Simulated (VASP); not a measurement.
Here is a VASP 6.6.1 calculation.

INCAR

```
SYSTEM = BN
PREC = Accurate ; ENCUT = 520
EDIFF = 1E-6 ; ISMEAR = 0
SIGMA = 0.01 ; LREAL = .False.
LASPH = .True. ; NELM = 60
ALGO = Normal ; ISIF = 2
LWAVE = .False. ; LCHARG = .False.
GGA = PS ; NBANDS = 11
```

The input KPOINTS:

```
Automatic mesh
0
Gamma
  6 6 4
  0 0 0
```

Contents of POSCAR:

```
BN
1.0
    2.5080410000      0.0000000000      0.0000000000
   -1.2467106309      2.1762312056      0.0000000000
   -0.6306654168     -1.0881160036      3.0225402544
B N
1 1
Direct
    0.9796430000      0.9834990000      0.0018060000
    0.6685060000      0.3323850000      0.9849990000
```

Potentials or basis: VASP PAW PBE potentials, release 64 (B, N).

The run is started by

```bash
$ cat potpaw_PBE.64/B/POTCAR potpaw_PBE.64/N/POTCAR > POTCAR
$ mpirun -np 1 vasp_std > vasp.out
```

Problem. What does it give for the band gap on the k mesh?

Solution. 2.86 eV, indirect (least direct gap 4.44 eV).

Problem. Predict the pressure.

Solution. 1.9 GPa.

Problem. What does it give for the largest force?

Solution. 2.739 eV/Å.

Stress tensor (GPa, compression positive):
```
-5.92 -5.21  0.54
-5.21  6.55  1.16
 0.54  1.16  5.04
```

Caveat: the k points lie up to 0.52 Å⁻¹ apart; the PAW data sets were made with another functional, which shifts forces and pressure a little. A k mesh can miss the band edges.
